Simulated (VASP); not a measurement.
# TaN in VASP: single point with PBE

Aim: the single point of TaN with PBE.

Program: VASP 6.6.1. These are calculated values, not measurements. Logs are shortened: lines on timing, memory, paths and dates and some standing lists are left out, and cuts for length are marked.

### 1 The cell of the first run

The typed cell holds 2 atoms: a = 2.902 Å, b = 2.902 Å, c = 2.847 Å, α = 90.00°, β = 90.00°, γ = 120.00°.

### 2 Single point, PBE

POSCAR

```
TaN
1.0
    2.9016690400      0.0000000000      0.0000000000
   -1.4508345200      2.5129164900      0.0000000000
    0.0000000000      0.0000000000      2.8473491600
N Ta
1 1
Direct
    0.0000000000      0.0000000000      0.0000000000
    0.3333000000      0.6667000000      0.5000000000
```

INCAR.step1

```
SYSTEM = TaN
ALGO = Normal
EDIFF = 1E-6
ENCUT = 520
GGA = PE
ISIF = 2
ISMEAR = -1
LASPH = .TRUE.
LCHARG = .TRUE.
LMAXMIX = 4
LREAL = .FALSE.
LWAVE = .FALSE.
NBANDS = 15
NELM = 100
PREC = Accurate
SIGMA = 0.1
```

KPOINTS.step1

```
k-points
0
G
  13 13 12
  0 0 0
```

INCAR.step2

```
SYSTEM = TaN
ALGO = Normal
EDIFF = 1E-6
ENCUT = 520
GGA = PE
ICHARG = 11
ISIF = 2
ISMEAR = -5
LASPH = .TRUE.
LCHARG = .FALSE.
LMAXMIX = 4
LORBIT = 11
LREAL = .FALSE.
LWAVE = .FALSE.
NEDOS = 1001
NELM = 100
PREC = Accurate
SIGMA = 0.1
```

KPOINTS.step2

```
k-points
0
G
  20 20 18
  0 0 0
```

Potentials or basis: VASP PAW PBE potentials, release 64 (N, Ta_pv).

Launch:

```sh
cat potpaw_PBE.64/N/POTCAR potpaw_PBE.64/Ta_pv/POTCAR > POTCAR
cp INCAR.step1 INCAR
cp KPOINTS.step1 KPOINTS
mpirun -np 1 vasp_std > vasp.out
cp INCAR.step2 INCAR
cp KPOINTS.step2 KPOINTS
mpirun -np 1 vasp_std > vasp.out
```

OUTCAR:

```text
SYSTEM = TaN
   EDIFF = 1E-6
   ENCUT = 520
   GGA = PE
   ICHARG = 11
   ISIF = 2
   ISMEAR = -5
   LASPH = .TRUE.
   LORBIT = 11
   LREAL = .FALSE.
   NELM = 100
   PREC = Accurate

 ion  position               nearest neighbor table
   1  0.000  0.000  0.000-   2 2.20   2 2.20   2 2.20   2 2.20   2 2.20   2 2.20
   2  0.333  0.667  0.500-   1 2.20   1 2.20   1 2.20   1 2.20   1 2.20   1 2.20

  LATTYP: Found a hexagonal cell.
 ALAT       =     2.9016690400
 C/A-ratio  =     0.9812797810

  Lattice vectors:

 A1 = (   2.9016690400,   0.0000000000,   0.0000000000)
 A2 = (  -1.4508345200,   2.5129164900,   0.0000000000)
 A3 = (   0.0000000000,   0.0000000000,   2.8473491600)

Analysis of symmetry for initial positions (statically):
=====================================================================
 Subroutine PRICEL returns:
 Original cell was already a primitive cell.

 Routine SETGRP: Setting up the symmetry group for a
 hexagonal supercell.

 Subroutine GETGRP returns: Found  4 space group operations
 (whereof  4 operations were pure point group operations)
 out of a pool of 24 trial point group operations.

The static configuration has the point symmetry C_2v.

Analysis of symmetry for dynamics (positions and initial velocities):
=====================================================================
 Subroutine PRICEL returns:
 Original cell was already a primitive cell.

 Routine SETGRP: Setting up the symmetry group for a
 hexagonal supercell.

 Subroutine GETGRP returns: Found  4 space group operations
 (whereof  4 operations were pure point group operations)
 out of a pool of 24 trial point group operations.

The dynamic configuration has the point symmetry C_2v.

 Subroutine INISYM returns: Found  4 space group operations
 (whereof  4 operations are pure point group operations),
 and found     1 'primitive' translations

----------------------------------------------------------------------------------------

                                     Primitive cell

  volume of cell :      20.7619

  direct lattice vectors                    reciprocal lattice vectors
     2.901669040  0.000000000  0.000000000     0.344629241  0.198971992  0.000000000
    -1.450834520  2.512916490  0.000000000     0.000000000  0.397943984  0.000000000
     0.000000000  0.000000000  2.847349160     0.000000000  0.000000000  0.351203854

  length of vectors
     2.901669040  2.901666778  2.847349160     0.397943674  0.397943984  0.351203854

  position of ions in fractional coordinates (direct lattice)
     0.000000000  0.000000000  0.000000000
     0.333300000  0.666700000  0.500000000
[... 98 lines left out ...]
     AMIX     =   0.40;   BMIX     =  1.00
     AMIX_MAG =   1.60;   BMIX_MAG =  1.00
  volume/ion in A,a.u.               =      10.38        70.05
  Fermi-wavevector in a.u.,A,eV,Ry     =   1.500926  2.836339 30.650916  2.252779
  Thomas-Fermi vector in A             =   2.612363
   LORBIT       =     11    0 simple, 1 ext, 2 COOP (PROOUT), +10 PAW based schemes
   GGA     = PE    functional components
   LHFCALC =     F    Hartree Fock is set to
   AEXX    =    0.0000 exact exchange contribution
   IVDW    =     0    specifies the selected vdW correction
   LEPSILON=     F    determine dielectric tensor
   LRPA    =     F    only Hartree local field effects (RPA)
 non-spin polarized calculation
 Fermi weights with tetrahedron method with Bloechl corrections
  energy-cutoff  :      520.00
  volume of cell :       20.76
 maximum number of plane-waves:       581
 NGX is ok and might be reduce to    24

 number of electron      15.9999999 magnetization

 Free energy of the ion-electron system (eV)
  ---------------------------------------------------
  ext. energy  EPLUGINS =         0.00000000
  ---------------------------------------------------
  free energy    TOTEN  =       -22.37784868 eV

  energy without entropy =      -22.37784868  energy(sigma->0) =      -22.37784868

 E-fermi :   8.6318     XC(G=0): -13.5523

 val. band max:        8.7552915194   @ k =   0.0000   0.0000   0.2778
 cond. band min:       8.6479416943   @ k =  -0.0500   0.0500   0.5000
 fundamental gap:     -0.1073498251
 Fermi energy:         8.6317781528

 k-point     1 :       0.0000    0.0000    0.0000
  band No.  band energies     occupation
      1     -26.0873      2.00000
      2     -25.8044      2.00000
      3     -25.8044      2.00000
      4      -9.4182      2.00000
      5       3.9174      2.00000
      6       3.9178      2.00000
      7       4.2667      2.00000
      8       5.6781      2.00000
      9      11.1440      0.00000
     10      12.4108      0.00000
     11      12.4124      0.00000
     12      12.8746      0.00000
[... 331 lines left out ...]
 k-point    24 :       0.1000    0.0500    0.0000
  band No.  band energies     occupation
      1     -26.0607      2.00000
      2     -26.0099      2.00000
      3     -25.8507      2.00000
      4      -9.0424      2.00000
      5       2.9767      2.00000
      6       4.1872      2.00000
      7       4.7484      2.00000
      8       5.1704      2.00000
      9      11.6611      0.00000
     10      12.3888      0.00000
     11      12.5048      0.00000
     12      12.6568      0.00000

 [... further k-points ...]

------------------------ aborting loop because EDIFF is reached ----------------------------------------

  FORCE on cell =-STRESS in cart. coord.  units (eV):
  Direction    XX          YY          ZZ          XY          YZ          ZX
  --------------------------------------------------------------------------------------
  -------------------------------------------------------------------------------------
  Total        2.4698788      2.4649502      2.8550595     -0.0042639      0.0000000      0.0000000
  in kB      190.5985377    190.2182006    220.3226229     -0.3290388      0.0000000      0.0000000
  external PRESSURE =     200.3797871 kB  Pullay stress =       0.0000000 kB

 VOLUME and BASIS-vectors are now :
 -----------------------------------------------------------------------------
  energy-cutoff  :      520.00
  volume of cell :       20.76
      direct lattice vectors                 reciprocal lattice vectors
     2.901669040  0.000000000  0.000000000     0.344629241  0.198971992  0.000000000
    -1.450834520  2.512916490  0.000000000     0.000000000  0.397943984  0.000000000
     0.000000000  0.000000000  2.847349160     0.000000000  0.000000000  0.351203854

 POSITION                                       TOTAL-FORCE (eV/Angst)
 -----------------------------------------------------------------------------------
      0.00000      0.00000      0.00000        -0.002011      0.001161      0.000000
     -0.00015      1.67536      1.42367         0.002011     -0.001161      0.000000
 -----------------------------------------------------------------------------------
    total drift:                               -0.000022     -0.000024     -0.000000

  FREE ENERGIE OF THE ION-ELECTRON SYSTEM (eV)
  ---------------------------------------------------
  free  energy   TOTEN  =       -22.3778486759 eV

  energy  without entropy=      -22.3778486759  energy(sigma->0) =      -22.37784868

 total charge

# of ion       s       p       d       tot
------------------------------------------
    1        1.232   2.537   0.000   3.769
    2        0.315   6.289   2.489   9.093
--------------------------------------------------
tot          1.547   8.826   2.489  12.862
```

OUTCAR.step1:

```text
SYSTEM = TaN
   EDIFF = 1E-6
   ENCUT = 520
   GGA = PE
   ISIF = 2
   ISMEAR = -1
   LASPH = .TRUE.
[... 654 lines left out ...]
      0.00000      0.00000      0.00000        -0.002174      0.001255      0.000000
     -0.00015      1.67536      1.42367         0.002174     -0.001255      0.000000
 -----------------------------------------------------------------------------------
    total drift:                               -0.000017     -0.000028     -0.000000

  FREE ENERGIE OF THE ION-ELECTRON SYSTEM (eV)
  ---------------------------------------------------
  free  energy   TOTEN  =       -22.3792931531 eV

  energy  without entropy=      -22.3764109893  energy(sigma->0) =      -22.37785207
```

OSZICAR.step1:

```text
N       E                     dE             d eps       ncg     rms          rms(c)
DAV:   1     0.903063454847E+02    0.90306E+02   -0.87573E+03 10290   0.114E+03
DAV:   2    -0.221418975953E+02   -0.11245E+03   -0.10600E+03 12404   0.308E+02
DAV:   3    -0.248751043704E+02   -0.27332E+01   -0.27205E+01 11732   0.448E+01
DAV:   4    -0.248859828318E+02   -0.10878E-01   -0.10875E-01 13363   0.304E+00
DAV:   5    -0.248860454919E+02   -0.62660E-04   -0.62655E-04 11970   0.215E-01    0.255E+01
DAV:   6    -0.224403280910E+02    0.24457E+01   -0.39617E+00 13274   0.237E+01    0.108E+01
DAV:   7    -0.224058193518E+02    0.34509E-01   -0.61925E-01 11200   0.606E+00    0.750E+00
DAV:   8    -0.223881497189E+02    0.17670E-01   -0.13392E-01 12733   0.313E+00    0.179E+00
DAV:   9    -0.223792754302E+02    0.88743E-02   -0.17043E-02 11655   0.111E+00    0.178E-01
DAV:  10    -0.223793703078E+02   -0.94878E-04   -0.12622E-03 12474   0.400E-01    0.908E-02
DAV:  11    -0.223792937703E+02    0.76537E-04   -0.96354E-05 12201   0.106E-01    0.120E-02
DAV:  12    -0.223792933302E+02    0.44016E-06   -0.13133E-05 11473   0.331E-02    0.489E-03
DAV:  13    -0.223792931531E+02    0.17706E-06   -0.53853E-08  5523   0.231E-03
   1 F= -.22379293E+02 E0= -.22377852E+02  d E =-.288216E-02
```

Run time: 4.7 min. Hardware: 1 thread of Intel Xeon 8259CL, shared host; peak memory 0.42 GiB.

Results:

- Valence electrons inside the program's atomic spheres: N 3.77; Ta 9.09

Caveat: spin-orbit coupling is left out, which moves the levels of the heavy elements.
